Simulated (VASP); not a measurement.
A run of VASP 6.6.1 is set up as follows.

Contents of INCAR:

```
ALGO     = Normal         # electronic algorithm
EDIFF    = 1E-7           # SCF threshold, eV
ENCUT    = 520            # plane-wave cutoff, eV
ISIF     = 2              # what is computed and relaxed
ISMEAR   = -1             # smearing method
LASPH    = True           # aspherical terms in the spheres
LCHARG   = False          # write CHGCAR
LREAL    = False          # projectors in reciprocal space
LWAVE    = False          # write WAVECAR
NBANDS   = 12             # bands
NELM     = 100            # most SCF steps
PREC     = Accurate       # precision mode
SIGMA    = 0.05           # smearing width, eV
```

Contents of KPOINTS:

```
k-points
0
Gamma
  15 15 15
```

The input POSCAR:

```
Sc
1.0
    2.5851397822      0.0000000000      0.0000000000
    0.0000000000      2.5851397822      0.0000000000
    0.0000000000      0.0000000000      2.5851397822
Sc
1
Direct
    0.0000000000      0.0000000000      0.0000000000
```

Potentials or basis: VASP PAW LDA potentials, release 64 (Sc_sv).

Launch:

```console
$ cat potpaw_LDA.64/Sc_sv/POTCAR > POTCAR
$ mpirun -np 1 vasp_std > vasp.out
```

Task: What does it give for the pressure?

Result: 18.6 GPa.
